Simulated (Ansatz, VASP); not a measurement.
# One calculation of AlN, two programs

File POSCAR:

```
AlN
1.0
    3.0134653785      0.0000000000      0.0000000000
   -1.5067326892      2.7711646374      0.0000000000
    0.0000000000      0.0000000000      4.9784048354
Al N
2 2
Direct
    0.3333333333      0.6666666667      0.0016929024
    0.6666666667      0.3333333333      0.5016929024
    0.3333333333      0.6666666667      0.3833070976
    0.6666666667      0.3333333333      0.8833070976
```

The input INCAR.step1:

```
PREC = Accurate ; ENCUT = 520
ISMEAR = 0 ; SIGMA = 0.05
LREAL = F ; LASPH = T
NELM = 100 ; NBANDS = 16
GGA = PE ; ALGO = Normal
EDIFF = 1E-4 ; LWAVE = T
LCHARG = F
```

The input INCAR.step2:

```
PREC = Accurate ; ENCUT = 520
EDIFF = 1E-7 ; ISMEAR = 0
SIGMA = 0.05 ; LREAL = F
LASPH = T ; NELM = 100
ALGO = Normal ; ISIF = 2
LWAVE = F ; LCHARG = T
METAGGA = R2SCAN ; LMIXTAU = T
LELF = T ; LVHAR = T
NBANDS = 16 ; ISTART = 1
```

KPOINTS

```
regular mesh
0
Gamma
  12 12 6
```

Input for Ansatz:

```yaml
crystal:
  lattice:
    - [3.0134653785, 0.0, 0.0]
    - [-1.5067326892, 2.7711646374, 0.0]
    - [0.0, 0.0, 4.9784048354]
  atoms:
    - { symbol: Al, position: [0.3333333333, 0.6666666667, 0.0016929024] }
    - { symbol: Al, position: [0.6666666667, 0.3333333333, 0.5016929024] }
    - { symbol: "N", position: [0.3333333333, 0.6666666667, 0.3833070976] }
    - { symbol: "N", position: [0.6666666667, 0.3333333333, 0.8833070976] }
basis:
  ecutwfc: 500
kpoints:
  mp_grid: { grid: [12, 12, 6] }
hamiltonian:
  xc: r2scan
scf:
  occupations: { method: gaussian, width: 0.05 }
output:
  forces: true
  stress: true
  eigenvalues: true
```

Change from the starting cell: strain -0.0300 x Voigt [1, -1, 0, 0, 0, 0], atoms carried along.

Alike in both runs: task single point; functional r2SCAN; k mesh 12 × 12 × 6; occupations gaussian, width 0.05 eV; no spin polarisation.

|  | VASP | Ansatz |
| --- | --- | --- |
| version | VASP 6.6.1 | Ansatz 0.2.0 |
| potentials or method | VASP PAW PBE potentials, release 64 (Al, N), cutoff 520 eV | scalar-relativistic, plane waves, PAW |
| valence electrons in the cell | 16 | 16 |

Ansatz gave:

```
gap on the k mesh at the Fermi level (eV)                     : 4.84
least direct gap on the mesh (eV)                             : 4.84
pressure (GPa)                                                : 0.6
traceless stress, the component that is largest in VASP (GPa) : 11.57
rms of the force components (eV/Å)                            : 0.301
```

**Question.** What did VASP give for the same quantities?

**Answer.** gap on the k mesh at the Fermi level (eV): 4.88; least direct gap on the mesh (eV): 4.88; pressure (GPa): 0.2; traceless stress, the component that is largest in VASP (GPa): 11.69; rms of the force components (eV/Å): 0.306.

VASP's potentials were made for PBE, not for r2SCAN. Atom by atom the forces differ by 0.005 eV/Å (rms over components). With one functional, cell and mesh, what is left measures potentials, basis and numerics.
